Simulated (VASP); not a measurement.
Wanted: the native input for a VASP 6.6.1 run.

```
Task                   : single point
Functional             : PBEsol
Potentials or basis    : VASP PAW PBE potentials, release 64 (Si, Mo_sv)
Cutoff                 : 520 eV
k mesh                 : 20 × 20 × 20
Occupations            : gaussian, width 0.15 eV
Spin                   : no spin polarisation
Dipole correction      : no
Further INCAR settings : ALGO = Normal; EDIFF = 1e-06; NBANDS = 18
```

The structure of Si2Mo lies in POSCAR:

```
Si2Mo
1.0
   -1.5950350805      1.5950350805      3.9106920000
    1.5950350805     -1.5950350805      3.9106920000
    1.5950350805      1.5950350805     -3.9106920000
Si Mo
2 1
Direct
    0.3350596655      0.3664069384      0.0313472729
    0.6649403345      0.6335930616     -0.0313472729
    0.0000000000      0.0000000000      0.0000000000
```

This cell differs from its parent crystal: atoms displaced along a vibrational mode.

The input as run:

INCAR

```
SYSTEM = Si2Mo
PREC = Accurate
ENCUT = 520
EDIFF = 1E-6
ISMEAR = 0
SIGMA = 0.15
LREAL = .FALSE.
LASPH = .TRUE.
NELM = 60
ALGO = Normal
ISIF = 2
LWAVE = .FALSE.
LCHARG = .FALSE.
GGA = PS
NBANDS = 18
```

KPOINTS

```
Automatic mesh
0
G
  20 20 20
  0 0 0
```

Potentials or basis: VASP PAW PBE potentials, release 64 (Si, Mo_sv).

The run is started by

```bash
$ cat potpaw_PBE.64/Si/POTCAR potpaw_PBE.64/Mo_sv/POTCAR > POTCAR
$ mpirun -np 1 vasp_std > vasp.out
```

It gave:

| Property | Result |
| --- | --- |
| Pressure | 1.7 GPa |
| Largest force | 1.158 eV/Å |
| Band gap on the k mesh | zero (bands 11 and 12 overlap by 0.89 eV) |

Caveat: the cell differs from its parent crystal (atoms displaced along a vibrational mode); the PAW data sets were made with another functional, which shifts forces and pressure a little.

It took 28 min on 1 thread of Intel(R) Xeon(R) Platinum 8124M CPU @ 3.00GHz (Skylake/Cascade Lake) (shared host), peak memory 1.4 GiB.
